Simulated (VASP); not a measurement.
Here is a VASP 6.6.1 calculation.

File POSCAR:

```
MnS
1.0
    3.9535769233      0.0000000000      0.0000000000
   -1.9767884617      3.4238980514      0.0000000000
    0.0000000000      0.0000000000      6.3425288600
Mn S
2 2
Direct
    0.6666666667      0.3333333333      0.4988446700
    0.3333333333      0.6666666667      0.9988446700
    0.3333333333      0.6666666667      0.6261543000
    0.6666666667      0.3333333333      0.1261543000
```

INCAR.step1

```
PREC     = Accurate       # precision mode
ENCUT    = 520            # plane-wave cutoff, eV
EDIFF    = 1E-5           # SCF threshold, eV
ISMEAR   = -1             # smearing method
SIGMA    = 0.05           # smearing width, eV
LREAL    = False          # projectors in reciprocal space
LASPH    = True           # aspherical terms in the spheres
NELM     = 150            # most SCF steps
ALGO     = Normal         # electronic algorithm
ISIF     = 2              # what is computed and relaxed
LWAVE    = True           # write WAVECAR
ISPIN    = 2              # spin polarisation
MAGMOM   = 4 4 0 0        # initial moments
LORBIT   = 11             # projections on sites
LMAXMIX  = 4              # l up to which the mixer works
GGA      = PE             # functional
NBANDS   = 31             # bands
LUSENCCL = False
```

Contents of INCAR.step2:

```
PREC     = Accurate       # precision mode
ENCUT    = 520            # plane-wave cutoff, eV
EDIFF    = 1E-6           # SCF threshold, eV
ISMEAR   = -1             # smearing method
SIGMA    = 0.05           # smearing width, eV
LREAL    = False          # projectors in reciprocal space
LASPH    = True           # aspherical terms in the spheres
NELM     = 150            # most SCF steps
ALGO     = Normal         # electronic algorithm
ISIF     = 2              # what is computed and relaxed
LWAVE    = False          # write WAVECAR
LCHARG   = True           # write CHGCAR
ISPIN    = 2              # spin polarisation
MAGMOM   = 4 4 0 0        # initial moments
LORBIT   = 11             # projections on sites
LMAXMIX  = 4              # l up to which the mixer works
GGA      = PE             # functional
LHFCALC  = True           # exact exchange
AEXX     = 0.25           # exact-exchange fraction
HFSCREEN = 0.1            # screening, 1/A
PRECFOCK = Normal       
LELF     = True           # ELF
LVHAR    = True         
ISTART   = 1            
NBANDS   = 31             # bands
LUSENCCL = False
```

KPOINTS

```
Automatic mesh
0
Gamma
  4 4 2
```

Potentials or basis: VASP PAW PBE potentials, release 64 (Mn_pv, S).

Launch:

```console
$ cat potpaw_PBE.64/Mn_pv/POTCAR potpaw_PBE.64/S/POTCAR > POTCAR
$ cp INCAR.step1 INCAR
$ mpirun -np 1 vasp_std > vasp.out
$ cp INCAR.step2 INCAR
$ mpirun -np 1 vasp_std > vasp.out
```

(1) Estimate the largest force.

(2) Predict the band gap on the k mesh.

Results:

(1) 0.336 eV/Å.

(2) 2.38 eV, indirect (least direct gap 2.63 eV).

Caveat: the k points lie up to 0.50 Å⁻¹ apart; the PAW data sets were made with another functional, which shifts forces and pressure a little; only a ferromagnetic start was run, and an antiferromagnetic order may lie lower in energy.
